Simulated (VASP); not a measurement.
Wanted: the native input for a VASP 6.6.1 run.

| Quantity | Value |
| --- | --- |
| Task | single point |
| Functional | PBE |
| Potentials or basis | VASP PAW PBE potentials, release 64 (Li_sv, H) |
| Cutoff | 520 eV |
| k mesh | 10 × 10 × 10 |
| Occupations | fermi-dirac, width 0.02 eV |
| Spin | no spin polarisation |
| Dipole correction | no |
| Further INCAR settings | ALGO = Normal; EDIFF = 1e-06; NBANDS = 9 |

The structure of LiH lies in POSCAR:

```
LiH
1.0
   -0.0572032536      2.0879187563      2.0879187563
    2.0879187563     -0.0572032536      2.0879187563
    2.0879187563      2.0879187563     -0.0572032536
Li H
1 1
Direct
   -0.0025337371     -0.0025337371     -0.0025337371
    0.2525337371      0.2525337371      0.2525337371
```

This cell differs from its parent crystal: strain along [111] -4.0%.

One way to write it, as run:

INCAR

```
SYSTEM = LiH
ALGO = Normal ; EDIFF = 1E-6
ENCUT = 520 ; GGA = PE
ISIF = 2 ; ISMEAR = -1
LASPH = .True. ; LCHARG = .False.
LREAL = .False. ; LWAVE = .False.
NBANDS = 9 ; NELM = 60
PREC = Accurate ; SIGMA = 0.02
```

KPOINTS

```
k-points
0
Gamma
  10 10 10
  0 0 0
```

Potentials or basis: VASP PAW PBE potentials, release 64 (Li_sv, H).

Run with:

```console
$ cat potpaw_PBE.64/Li_sv/POTCAR potpaw_PBE.64/H/POTCAR > POTCAR
$ mpirun -np 1 vasp_std > vasp.out
```

It gave:

- Largest force: 0.003 eV/Å
- Band gap on the k mesh: 4.26 eV, indirect (least direct gap 5.23 eV)

Caveat: the cell differs from its parent crystal (strain along [111] -4.0%).

Run time: 5.4 s on 1 thread of Intel(R) Xeon(R) 6975P-C (Granite Rapids), with other jobs on the host, peak memory 0.14 GiB.
